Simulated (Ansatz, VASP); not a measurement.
One calculation of BaTe, two programs

INCAR

```
PREC     = Accurate       # precision mode
ENCUT    = 600            # plane-wave cutoff, eV
EDIFF    = 1E-6           # SCF threshold, eV
ISMEAR   = -1             # smearing method
SIGMA    = 0.05           # smearing width, eV
LREAL    = False          # projectors in reciprocal space
LASPH    = True           # aspherical terms in the spheres
NELM     = 100            # most SCF steps
ALGO     = Normal         # electronic algorithm
ISIF     = 3              # what is computed and relaxed
LWAVE    = False          # write WAVECAR
LCHARG   = False          # write CHGCAR
GGA      = PS             # functional
IBRION   = 2              # ionic algorithm
NSW      = 100            # ionic steps
EDIFFG   = -0.002         # ionic threshold
```

File KPOINTS:

```
Automatic mesh
0
Gamma
  10 10 10
```

POSCAR

```
BaTe
1.0
    0.0000000000      3.4100000000      3.4100000000
    3.4100000000      0.0000000000      3.4100000000
    3.4100000000      3.4100000000      0.0000000000
Ba Te
1 1
Direct
    0.0000000000      0.0000000000      0.0000000000
    0.5000000000      0.5000000000      0.5000000000
```

Input for Ansatz:

```yaml
crystal:
  lattice:
    - [0.0, 3.41, 3.41]
    - [3.41, 0.0, 3.41]
    - [3.41, 3.41, 0.0]
  atoms:
    - { symbol: Ba, position: [0.0, 0.0, 0.0] }
    - { symbol: Te, position: [0.5, 0.5, 0.5] }
kpoints:
  mp_grid: { grid: [10, 10, 10] }
scf:
  occupations: { method: fermi_dirac, width: 0.05 }
hamiltonian:
  xc: pbesol
  pseudopotentials: { kind: paw }
relax:
  f_tol: 0.002
  max_steps: 80
  cell: {}
output:
  forces: true
  stress: true
```

Alike in both runs: task relaxation of cell and atoms; functional PBEsol; k mesh 10 × 10 × 10; occupations fermi-dirac, width 0.05 eV; no spin polarisation.

|  | VASP | Ansatz |
| --- | --- | --- |
| version | VASP 6.6.1 | Ansatz 0.2.0 |
| potentials or method | VASP PAW PBE potentials, release 64 (Ba_sv, Te) | PAW with Ansatz's default frozen-core files, scalar-relativistic |
| plane-wave cutoff (eV) | 600 | 420 |
| valence electrons in the cell | 16 | 26 |

Ansatz gave:

```
relaxed volume (Å³/atom)                                     : 41.83
relaxed cell length with the largest relative difference (Å) : 4.909
```

Problem. Estimate VASP's values.

Solution. Relaxed volume (Å³/atom): 42.31; relaxed cell length with the largest relative difference (Å): 4.928.

VASP's potentials were made for PBE, not for PBEsol. VASP's potentials hold 16 valence electrons a cell and Ansatz's 26, so a difference there can come from the potentials and not from the codes.

Spin-orbit coupling is off throughout.
